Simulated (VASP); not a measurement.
# Si2Sn (P-3m1) in VASP: single point with PBE

Aim: the single point of Si2Sn with PBE.

Program: VASP 6.6.1. These are calculated values, not measurements. Logs are shortened: lines on timing, memory, paths and dates and some standing lists are left out, and cuts for length are marked.

### Step 1. The cell of the first run

The structure is trigonal, space group P-3m1 (No. 164). The conventional cell has a = 4.149 Å, b = 4.149 Å, c = 10.174 Å, α = 90.00°, β = 90.00°, γ = 120.00°. Within 3.1 Å of Si (site symmetry 3m) lie 4 Si at 2.36 to 2.50 Å. Within 3.1 Å of Si (site symmetry 3m) lie 1 Si at 2.36 Å and 3 Sn at 2.57 Å. Sn (site symmetry 3m) has 3 Si at 2.57 Å and 1 Sn at 2.86 Å within 3.4 Å.

### Step 2. Single point, PBE

File POSCAR:

```
Si2Sn
1.0
    4.1485586269      0.0000000000      0.0000000000
   -2.0742793134      3.5927571600      0.0000000000
    0.0000000000      0.0000000000     10.1738080542
Si Sn
4 2
Direct
    0.3333333333      0.6666666667      0.5346317658
    0.6666666667      0.3333333333      0.2331560072
    0.3333333333      0.6666666667      0.7668439928
    0.6666666667      0.3333333333      0.4653682342
    0.0000000000      0.0000000000      0.8596873096
    0.0000000000      0.0000000000      0.1403126904
```

File INCAR.step1:

```
SYSTEM = Si2Sn
PREC = Accurate
ENCUT = 520
EDIFF = 1E-6
ISMEAR = 0
SIGMA = 0.1
LREAL = .False.
LASPH = .True.
NELM = 80
ALGO = Normal
ISIF = 2
LWAVE = .False.
LCHARG = .True.
GGA = PE
NBANDS = 31
```

File KPOINTS.step1:

```
regular mesh
0
Gamma
  12 12 4
  0 0 0
```

File INCAR.step2:

```
SYSTEM = Si2Sn
PREC = Accurate
ENCUT = 520
EDIFF = 1E-6
ISMEAR = -5
SIGMA = 0.1
LREAL = .False.
LASPH = .True.
NELM = 80
ALGO = Normal
ISIF = 2
LWAVE = .False.
LCHARG = .False.
GGA = PE
LORBIT = 11
NEDOS = 1001
ICHARG = 11
```

File KPOINTS.step2:

```
regular mesh
0
Gamma
  18 18 6
  0 0 0
```

Potentials or basis: VASP PAW PBE potentials, release 64 (Si, Sn_d).

The run is started by

```console
cat potpaw_PBE.64/Si/POTCAR potpaw_PBE.64/Sn_d/POTCAR > POTCAR
cp INCAR.step1 INCAR
cp KPOINTS.step1 KPOINTS
mpirun -np 1 vasp_std > vasp.out
cp INCAR.step2 INCAR
cp KPOINTS.step2 KPOINTS
mpirun -np 1 vasp_std > vasp.out
```

OUTCAR:

```text
SYSTEM = Si2Sn
   PREC = Accurate
   ENCUT = 520
   EDIFF = 1E-6
   ISMEAR = -5
   LREAL = .False.
   LASPH = .True.
   NELM = 80
   ISIF = 2
   GGA = PE
   LORBIT = 11
   ICHARG = 11

 ion  position               nearest neighbor table
   1  0.333  0.667  0.535-   3 2.36   4 2.50   4 2.50   4 2.50
   2  0.667  0.333  0.233-   4 2.36   6 2.57   6 2.57   6 2.57
   3  0.333  0.667  0.767-   1 2.36   5 2.57   5 2.57   5 2.57
   4  0.667  0.333  0.465-   2 2.36   1 2.50   1 2.50   1 2.50
   5  0.000  0.000  0.860-   3 2.57   3 2.57   3 2.57   6 2.86
   6  0.000  0.000  0.140-   2 2.57   2 2.57   2 2.57   5 2.86

  LATTYP: Found a hexagonal cell.
 ALAT       =     4.1485586269
 C/A-ratio  =     2.4523717679

  Lattice vectors:

 A1 = (   4.1485586269,   0.0000000000,   0.0000000000)
 A2 = (  -2.0742793134,   3.5927571600,   0.0000000000)
 A3 = (   0.0000000000,   0.0000000000,  10.1738080542)

Analysis of symmetry for initial positions (statically):
=====================================================================
 Subroutine PRICEL returns:
 Original cell was already a primitive cell.

 Routine SETGRP: Setting up the symmetry group for a
 hexagonal supercell.

 Subroutine GETGRP returns: Found 12 space group operations
 (whereof 12 operations were pure point group operations)
 out of a pool of 24 trial point group operations.

The static configuration has the point symmetry D_3d.

Analysis of symmetry for dynamics (positions and initial velocities):
=====================================================================
 Subroutine PRICEL returns:
 Original cell was already a primitive cell.

 Routine SETGRP: Setting up the symmetry group for a
 hexagonal supercell.

 Subroutine GETGRP returns: Found 12 space group operations
 (whereof 12 operations were pure point group operations)
 out of a pool of 24 trial point group operations.

The dynamic configuration has the point symmetry D_3d.

 Subroutine INISYM returns: Found 12 space group operations
 (whereof 12 operations are pure point group operations),
 and found     1 'primitive' translations

----------------------------------------------------------------------------------------

                                     Primitive cell

  volume of cell :     151.6382

  direct lattice vectors                    reciprocal lattice vectors
     4.148558627  0.000000000  0.000000000     0.241047576  0.139168883  0.000000000
    -2.074279313  3.592757160  0.000000000     0.000000000  0.278337766  0.000000000
     0.000000000  0.000000000 10.173808054     0.000000000  0.000000000  0.098291613

  length of vectors
     4.148558627  4.148558627 10.173808054     0.278337766  0.278337766  0.098291613

  position of ions in fractional coordinates (direct lattice)
     0.333333333  0.666666667  0.534631766
     0.666666667  0.333333333  0.233156007
     0.333333333  0.666666667  0.766843993
     0.666666667  0.333333333  0.465368234
     0.000000000  0.000000000  0.859687310
     0.000000000  0.000000000  0.140312690

  ion indices of the primitive-cell ions
   primitive index   ion index
                 1           1
                 2           2
                 3           3
                 4           4
                 5           5
                 6           6

----------------------------------------------------------------------------------------

 KPOINTS: regular mesh

Automatic generation of k-mesh.
 Grid dimensions read from file:
 generate k-points for:   18   18    6

 Generating k-lattice:

  Cartesian coordinates                     Fractional coordinates (reciprocal lattice)
     0.013391532  0.007731605  0.000000000     0.055555556  0.000000000  0.000000000
     0.000000000  0.015463209  0.000000000     0.000000000  0.055555556  0.000000000
     0.000000000  0.000000000  0.016381935     0.000000000  0.000000000  0.166666667

  Length of vectors
     0.015463209  0.015463209  0.016381935

  Shift w.r.t. Gamma in fractional coordinates (k-lattice)
     0.000000000  0.000000000  0.000000000

 TETIRR: Found   2825 inequivalent tetrahedra from    11664

 Subroutine IBZKPT returns following result:
 ===========================================

 Found    202 irreducible k-points:

 Following reciprocal coordinates:
            Coordinates               Weight
  0.000000  0.000000  0.000000      1.000000
  0.055556  0.000000  0.000000      6.000000
  0.111111  0.000000  0.000000      6.000000
  0.166667 -0.000000  0.000000      6.000000
  0.222222  0.000000  0.000000      6.000000
  0.277778  0.000000  0.000000      6.000000
[... 16 lines left out ...]
  0.333333  0.111111  0.000000     12.000000
  0.388889  0.111111  0.000000     12.000000
 [... further k-points ...]
   k-points           NKPTS =    202   k-points in BZ     NKDIM =    202   number of bands    NBANDS=     26
   number of dos      NEDOS =   1001   number of ions     NIONS =      6
   total plane-waves  NPLWV =  81920
   dimension x,y,z NGX =    32 NGY =   32 NGZ =   80
   dimension x,y,z NGXF=    64 NGYF=   64 NGZF=  160
   ions per type =               4   2
   NGX,Y,Z   is equivalent  to a cutoff of  12.82, 12.82, 13.07 a.u.
   NGXF,Y,Z  is equivalent  to a cutoff of  25.65, 25.65, 26.14 a.u.
 SYSTEM =  Si2Sn
   PREC   = accura    normal or accurate (medium, high low for compatibility)
   ISTART =      0    job   : 0-new  1-cont  2-samecut
   ICHARG =     11    charge: 1-file 2-atom 10-const
   ISPIN  =      1    spin polarized calculation?
   LNONCOLLINEAR =      F non collinear calculations
   LSORBIT =      F    spin-orbit coupling
   LASPH  =      T    aspherical Exc in radial PAW
   ENCUT  =  520.0 eV  38.22 Ry    6.18 a.u.   7.71  7.71 18.92*2*pi/ulx,y,z
   NELM   =     80;   NELMIN=  2; NELMDL=  0     # of ELM steps
   EDIFF  = 0.1E-05   stopping-criterion for ELM
   LREAL  =      F    real-space projection
   EDIFFG = 0.1E-04   stopping-criterion for IOM
   NSW    =      0    number of steps for IOM
   IBRION =     -1    ionic relax: 0-MD 1-quasi-New 2-CG
   NFREE  =      0    steps in history (QN), initial steepest desc. (CG)
   ISIF   =      2    stress and relaxation
   ISYM   =      2    0-nonsym 1-usesym 2-fastsym
   POTIM  = 0.5000    time-step for ionic-motion
   TEBEG  =    0.0;   TEEND  =   0.0 temperature during run
   PSTRESS=    0.0 pullay stress
   NELECT =      44.0000    total number of electrons
   NUPDOWN=      -1.0000    fix difference up-down
   EMIN   =  10.00;   EMAX   =-10.00  energy-range for DOS
   EFERMI =   0.00;   METHOD = LEGACY
   ISMEAR =    -5;   SIGMA  =   0.10  broadening in eV -4-tet -1-fermi 0-gaus
   EFERMI_NEDOS =   21; number of points for ismear=-14 and -15
   IALGO  =     38    algorithm
   IMIX   =      4    mixing-type and parameters
     AMIX     =   0.40;   BMIX     =  1.00
     AMIX_MAG =   1.60;   BMIX_MAG =  1.00
  volume/ion in A,a.u.               =      25.27       170.55
  Fermi-wavevector in a.u.,A,eV,Ry     =   1.083818  2.048118 15.982226  1.174660
  Thomas-Fermi vector in A             =   2.219893
   LORBIT       =     11    0 simple, 1 ext, 2 COOP (PROOUT), +10 PAW based schemes
   GGA     = PE    functional components
   LHFCALC =     F    Hartree Fock is set to
   AEXX    =    0.0000 exact exchange contribution
   IVDW    =     0    specifies the selected vdW correction
   LEPSILON=     F    determine dielectric tensor
   LRPA    =     F    only Hartree local field effects (RPA)
 non-spin polarized calculation
 Fermi weights with tetrahedron method with Bloechl corrections
  energy-cutoff  :      520.00
  volume of cell :      151.64
 maximum number of plane-waves:      4124
 NGX is ok and might be reduce to    32

 number of electron      44.0000006 magnetization

 Free energy of the ion-electron system (eV)
  ---------------------------------------------------
  ext. energy  EPLUGINS =         0.00000000
  ---------------------------------------------------
  free energy    TOTEN  =       -28.58497389 eV

  energy without entropy =      -28.58497389  energy(sigma->0) =      -28.58497389

 E-fermi :   5.7473     XC(G=0):  -9.1211

 val. band max:        5.7474419763   @ k =   0.0000   0.0000   0.0000
 cond. band min:       5.7474473694   @ k =   0.0000   0.0000   0.0000
 fundamental gap:      0.0000053931
 Fermi energy:         5.7472537621

 k-point     1 :       0.0000    0.0000    0.0000
  band No.  band energies     occupation
      1     -15.7928      2.00000
      2     -15.6738      2.00000
      3     -15.6738      2.00000
      4     -15.6308      2.00000
      5     -15.6308      2.00000
      6     -15.6024      2.00000
[... 18 lines left out ...]
     25       7.1203      0.00000
     26       7.8786      0.00000

 k-point     2 :       0.0556    0.0000    0.0000
  band No.  band energies     occupation
      1     -15.7924      2.00000
      2     -15.6743      2.00000
      3     -15.6738      2.00000
      4     -15.6310      2.00000
      5     -15.6301      2.00000
      6     -15.6025      2.00000
[... 18 lines left out ...]
     25       7.3737      0.00000
     26       7.9459      0.00000

 k-point     3 :       0.1111    0.0000    0.0000
  band No.  band energies     occupation
      1     -15.7913      2.00000
      2     -15.6755      2.00000
      3     -15.6738      2.00000
      4     -15.6317      2.00000
      5     -15.6281      2.00000
      6     -15.6028      2.00000
[... 572 lines left out ...]
 k-point    23 :       0.3333    0.1111    0.0000
  band No.  band energies     occupation
      1     -15.7811      2.00000
      2     -15.6860      2.00000
      3     -15.6755      2.00000
      4     -15.6350      2.00000
      5     -15.6131      2.00000
      6     -15.6031      2.00000
[... 18 lines left out ...]
     25       7.6967      0.00000
     26       8.3055      0.00000

 k-point    24 :       0.3889    0.1111    0.0000
  band No.  band energies     occupation
      1     -15.7801      2.00000
      2     -15.6871      2.00000
      3     -15.6757      2.00000
      4     -15.6353      2.00000
      5     -15.6119      2.00000
      6     -15.6029      2.00000
[... 18 lines left out ...]
     25       7.7032      0.00000
     26       8.2186      0.00000

 [... further k-points ...]
[... 5 lines left out ...]
  --------------------------------------------------------------------------------------
  -------------------------------------------------------------------------------------
  Total       -0.0551524     -0.0551524      0.0144065     -0.0000000      0.0000000      0.0000000
  in kB       -0.5827284     -0.5827284      0.1522160     -0.0000000      0.0000000      0.0000000
  external PRESSURE =      -0.3377469 kB  Pullay stress =       0.0000000 kB

 VOLUME and BASIS-vectors are now :
 -----------------------------------------------------------------------------
  energy-cutoff  :      520.00
  volume of cell :      151.64
      direct lattice vectors                 reciprocal lattice vectors
     4.148558627  0.000000000  0.000000000     0.241047576  0.139168883  0.000000000
    -2.074279313  3.592757160  0.000000000     0.000000000  0.278337766  0.000000000
     0.000000000  0.000000000 10.173808054     0.000000000  0.000000000  0.098291613

 POSITION                                       TOTAL-FORCE (eV/Angst)
 -----------------------------------------------------------------------------------
     -0.00000      2.39517      5.43924         0.000000      0.000000      0.009070
      2.07428      1.19759      2.37208        -0.000000      0.000000     -0.010909
     -0.00000      2.39517      7.80172        -0.000000     -0.000000      0.010909
      2.07428      1.19759      4.73457         0.000000      0.000000     -0.009070
      0.00000      0.00000      8.74629         0.000000     -0.000000     -0.009364
      0.00000      0.00000      1.42751         0.000000      0.000000      0.009364
 -----------------------------------------------------------------------------------
    total drift:                               -0.000000      0.000000      0.000000

  FREE ENERGIE OF THE ION-ELECTRON SYSTEM (eV)
  ---------------------------------------------------
  free  energy   TOTEN  =       -28.5849738858 eV

  energy  without entropy=      -28.5849738858  energy(sigma->0) =      -28.58497389

 total charge

# of ion       s       p       d       tot
------------------------------------------
    1        0.759   0.846   0.000   1.605
    2        0.768   0.900   0.000   1.668
    3        0.768   0.900   0.000   1.668
    4        0.759   0.846   0.000   1.605
    5        1.135   1.296   9.990  12.421
    6        1.135   1.296   9.990  12.421
--------------------------------------------------
tot          5.323   6.084  19.980  31.387
```

It took 4.6 min on 1 thread of Intel Xeon 6975P-C (Granite Rapids), shared host; peak memory 0.74 GiB.

Results:

```
Valence electrons inside the program's atomic spheres : Si 1.60, 1.67 (each value once); Sn 12.42
```

Caveat: spin-orbit coupling is left out, which moves the levels of the heavy elements; tetrahedron occupations give inexact forces and stress in metals.
